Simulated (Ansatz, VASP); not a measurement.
## BaTiO3 in VASP and in Ansatz

File POSCAR:

```
BaTiO3
1.0
    3.9998000000      0.0000000000      0.0000000000
    0.0000000000      3.9998000000      0.0000000000
    0.0000000000      0.0000000000      4.0180000000
Ba Ti O
1 1 3
Direct
    0.0000000000      0.0000000000      0.0000000000
    0.5000000000      0.5000000000      0.4900000000
    0.5000000000      0.5000000000      0.0190000000
    0.5000000000      0.0000000000      0.5170000000
    0.0000000000      0.5000000000      0.5170000000
```

Contents of INCAR.step1:

```
ALGO = Normal
EDIFF = 1E-5
ENCUT = 910
GGA = PE
GGA_COMPAT = False
ISMEAR = 0
LASPH = True
LCHARG = False
LREAL = False
LWAVE = True
NBANDS = 28
NELM = 120
PREC = Accurate
SIGMA = 0.01
```

Contents of INCAR.step2:

```
ALGO = Normal
EDIFF = 1E-6
ENCUT = 910
GGA_COMPAT = False
ISIF = 2
ISMEAR = 0
ISTART = 1
LASPH = True
LCHARG = True
LELF = True
LMIXTAU = True
LREAL = False
LVHAR = True
LWAVE = False
METAGGA = R2SCAN
NBANDS = 28
NELM = 120
PREC = Accurate
SIGMA = 0.01
```

The input KPOINTS:

```
k-points
0
Gamma
  4 4 4
```

Input for Ansatz:

```yaml
crystal:
  lattice:
    - [3.9998, 0.0, 0.0]
    - [0.0, 3.9998, 0.0]
    - [0.0, 0.0, 4.018]
  atoms:
    - { symbol: Ba, position: [0.0, 0.0, 0.0] }
    - { symbol: Ti, position: [0.5, 0.5, 0.49] }
    - { symbol: O, position: [0.5, 0.5, 0.019] }
    - { symbol: O, position: [0.5, 0.0, 0.517] }
    - { symbol: O, position: [0.0, 0.5, 0.517] }
accuracy: medium
kpoints:
  mp_grid:
    grid: [4, 4, 4]
hamiltonian:
  xc: r2scan
scf:
  max_iter: 200
  occupations:
    method: fixed
output:
  forces: true
  stress: true
```

Alike in both runs: task single point; functional r2SCAN; k mesh 4 × 4 × 4; no spin polarisation.

|  | VASP | Ansatz |
| --- | --- | --- |
| version | VASP 6.6.1 | Ansatz 0.2.0 |
| potentials or method | VASP PAW PBE potentials, release 64 (Ba_sv, Ti_sv, O_h) | plane waves, PAW |
| plane-wave cutoff (eV) | 910 | 500 |
| occupations | gaussian, width 0.01 eV | fixed |
| valence electrons in the cell | 40 | 40 |

VASP gave:

| Property | Result |
| --- | --- |
| rms of the force components (eV/Å) | 0.114 |

Q: What did Ansatz give for the same quantities?

A: rms of the force components (eV/Å): 0.133.

VASP's potentials were made for PBE, not for r2SCAN. Atom by atom the forces differ by 0.028 eV/Å (rms over components).

Neither program's run includes spin-orbit coupling. Noted on VASP's run: the cutoff is short for stress, so the pressure is rough.
